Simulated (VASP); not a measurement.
Input of a VASP 6.6.1 run:

The input INCAR:

```
PREC = Accurate
ENCUT = 520
EDIFF = 1E-7
ISMEAR = 0
SIGMA = 0.1
LREAL = False
LASPH = True
NELM = 60
ALGO = Normal
ISIF = 2
LWAVE = False
LCHARG = False
GGA = PE
NBANDS = 16
```

The input KPOINTS:

```
regular mesh
0
Gamma
  18 18 10
```

File POSCAR:

```
GeN
1.0
    3.0197394220      0.0000000000      0.0000000000
   -1.5098697110      2.6151710523      0.0000000000
    0.0000000000      0.0000000000      2.8519123466
N Ge
1 1
Direct
    0.0000000000      0.0000000000      0.5000000000
    0.6666666667      0.3333333333      0.0000000000
```

Potentials or basis: VASP PAW PBE potentials, release 64 (N, Ge_d).

Launch:

```sh
$ cat potpaw_PBE.64/N/POTCAR potpaw_PBE.64/Ge_d/POTCAR > POTCAR
$ mpirun -np 1 vasp_std > vasp.out
```

Problem. What does it give for the band gap on the k mesh?

Solution. Zero (an odd number of electrons rules out a gap without spin polarisation).

Problem. Estimate the pressure.

Solution. 0.3 GPa.
